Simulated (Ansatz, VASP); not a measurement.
Two plane-wave programs on CdS

```
Cd S
1.0
     0.00000    2.93582    2.93582
     2.93582    0.00000    2.93582
     2.93582    2.93582    0.00000
Cd S
1 1
Cartesian
  0.0000 0.0000 0.0000
  1.4679 1.4679 1.4679
```

Change from the starting cell: volume scaled by 1.02, ions relaxed.

Alike in both runs: functional PBE; k mesh 13 × 13 × 13; occupations fermi-dirac, width 0.02 eV; no spin polarisation.

Ansatz relaxed the structure, and its values are those at the end. VASP's run is a single point on that final structure, the one shown.

```csv
,VASP,Ansatz
version,VASP 6.6.1,Ansatz 0.2.0
potentials or method,"VASP PAW PBE potentials, release 64 (Cd_sv_GW, S)","plane-wave PAW, scalar-relativistic"
plane-wave cutoff (eV),630,420
valence electrons in the cell,26,26
```

```csv
,VASP,Ansatz,Ansatz less VASP
gap on the k mesh at the Fermi level (eV),1.10,1.10,+0.001
pressure (GPa),1.5,1.6,+0.13
```

Ansatz's warnings: stress scf threshold loose.
